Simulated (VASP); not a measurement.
Write the native input for VASP 6.6.1 that does the following.

| Quantity | Value |
| --- | --- |
| Task | single point |
| Functional | BLYP |
| Potentials or basis | VASP PAW PBE potentials, release 64 (Ni) |
| Cutoff | 520 eV |
| k mesh | 14 × 14 × 14 |
| Occupations | fermi-dirac, width 0.05 eV |
| Spin | collinear spin, ferromagnetic start |
| Starting moments | [0.8] μB |
| Dipole correction | no |
| Further INCAR settings | ALGO = Normal; EDIFF = 1e-06; NBANDS = 15 |

The structure of Ni lies in POSCAR:

```
Ni
1.0
    2.3680659922      0.0000000000      0.0000000000
    0.0000000000      2.3680659922      0.0000000000
    0.0000000000      0.0000000000      2.3680659922
Ni
1
Direct
    0.0000000000      0.0000000000      0.0000000000
```

The input as run:

INCAR

```
AGGAC    = 1.0          
AGGAX    = 1.0          
ALDAC    = 0.0          
ALDAX    = 1.0          
ALGO     = Normal         # electronic algorithm
EDIFF    = 1E-6           # SCF threshold, eV
ENCUT    = 520            # plane-wave cutoff, eV
GGA      = B5             # functional
ISIF     = 2              # what is computed and relaxed
ISMEAR   = -1             # smearing method
ISPIN    = 2              # spin polarisation
LASPH    = True           # aspherical terms in the spheres
LCHARG   = False          # write CHGCAR
LMAXMIX  = 4              # l up to which the mixer works
LORBIT   = 11             # projections on sites
LREAL    = False          # projectors in reciprocal space
LWAVE    = False          # write WAVECAR
MAGMOM   = 0.8            # initial moments
NBANDS   = 15             # bands
NELM     = 150            # most SCF steps
PREC     = Accurate       # precision mode
SIGMA    = 0.05           # smearing width, eV
```

KPOINTS

```
k-points
0
Gamma
  14 14 14
```

Potentials or basis: VASP PAW PBE potentials, release 64 (Ni).

The run is started by

```console
$ cat potpaw_PBE.64/Ni/POTCAR > POTCAR
$ mpirun -np 1 vasp_std > vasp.out
```

Results of the run:

```json
{
  "Pressure": "0.0 GPa",
  "Net moment": "0.48 μB per cell",
  "Site moments": "Ni +0.48 μB",
  "Valence electrons inside the program's atomic spheres": "Ni 9.23"
}
```

Caveat: the PAW data sets were made with another functional, which shifts forces and pressure a little.

Run time: 17 s on 1 thread of Intel(R) Xeon(R) 6975P-C (Granite Rapids) (shared host), peak memory 0.14 GiB.
